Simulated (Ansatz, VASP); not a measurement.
## Two plane-wave programs on Ge

```
Ge
1.0
     4.07361    0.00000    0.00000
    -2.03680    3.52785    0.00000
     0.00000    0.00000   20.15760
Ge
4
Direct
  0.16667 0.33333 0.39616
  0.50000 0.00000 0.43363
  0.50000 0.00000 0.56637
  0.83333 0.66667 0.60384
```

Alike in both runs: functional PBE; k mesh 9 × 9 × 1; occupations fermi-dirac, width 0.02 eV; no spin polarisation.

Ansatz relaxed the structure, and its values are those at the end. VASP's run is a single point on that final structure, the one shown.

|  | VASP | Ansatz |
| --- | --- | --- |
| version | VASP 6.6.1 | Ansatz 0.2.0 |
| potentials or method | VASP PAW PBE potentials, release 64 (Ge_d) | PAW with Ansatz's default frozen-core files, scalar-relativistic |
| plane-wave cutoff (eV) | 520 | 420 |
| valence electrons in the cell | 56 | 56 |

|  | VASP | Ansatz | Ansatz less VASP |
| --- | --- | --- | --- |
| rms of the force components (eV/Å) | 0.003 | 0.001 | -0.0019 |

With one functional, cell and mesh, what is left measures potentials, basis and numerics. Ansatz's warnings: stress scf threshold loose.
